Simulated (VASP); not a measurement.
Set up this calculation in VASP 6.6.1, as the native input.

| Property | Result |
| --- | --- |
| Task | single point |
| Functional | PBE |
| Dispersion | D3(BJ) |
| Potentials or basis | VASP PAW PBE potentials, release 64 (Mo_sv, S) |
| Cutoff | 520 eV |
| k mesh | 12 × 12 × 4 |
| Occupations | gaussian, width 0.02 eV |
| Spin | no spin polarisation |
| Dipole correction | no |
| Further INCAR settings | ALGO = Normal; EDIFF = 1e-06; NBANDS = 35 |

The structure of MoS2 lies in POSCAR:

```
MoS2
1.0
    3.1696161260      0.0000000000      0.0000000000
   -1.5848080630      2.7449680854      0.0000000000
    0.0000000000      0.0000000000     12.6504387318
Mo S
2 4
Direct
    0.3333333333      0.6666666667      0.2500000000
    0.6666666667      0.3333333333      0.7500000000
    0.3333333333      0.6666666667      0.6263936124
    0.6666666667      0.3333333333      0.1263936124
    0.3333333333      0.6666666667      0.8736063876
    0.6666666667      0.3333333333      0.3736063876
```

These files were run (other wordings do the same):

INCAR

```
SYSTEM = MoS2
PREC     = Accurate       ! precision mode
ENCUT    = 520            ! plane-wave cutoff, eV
EDIFF    = 1E-6           ! SCF threshold, eV
ISMEAR   = 0              ! smearing method
SIGMA    = 0.02           ! smearing width, eV
LREAL    = .FALSE.        ! projectors in reciprocal space
LASPH    = .TRUE.         ! aspherical terms in the spheres
NELM     = 60             ! most SCF steps
ALGO     = Normal         ! electronic algorithm
ISIF     = 2              ! what is computed and relaxed
LWAVE    = .FALSE.        ! write WAVECAR
LCHARG   = .FALSE.        ! write CHGCAR
GGA      = PE             ! functional
IVDW     = 12             ! dispersion correction
NBANDS   = 35             ! bands
```

KPOINTS

```
Automatic mesh
0
G
  12 12 4
  0 0 0
```

Potentials or basis: VASP PAW PBE potentials, release 64 (Mo_sv, S).

Command:

```bash
$ cat potpaw_PBE.64/Mo_sv/POTCAR potpaw_PBE.64/S/POTCAR > POTCAR
$ mpirun -np 1 vasp_std > vasp.out
```

Results of the run:

| Item | Value |
| --- | --- |
| Pressure | -2.1 GPa |
| Largest force | 0.007 eV/Å |
| Band gap on the k mesh | 1.04 eV (least direct gap 1.67 eV) |
| Dispersion energy per atom | -0.412 eV |

Run time: 3.8 min on 1 thread of Intel Xeon 8259CL, on a shared host, peak memory 0.34 GiB.
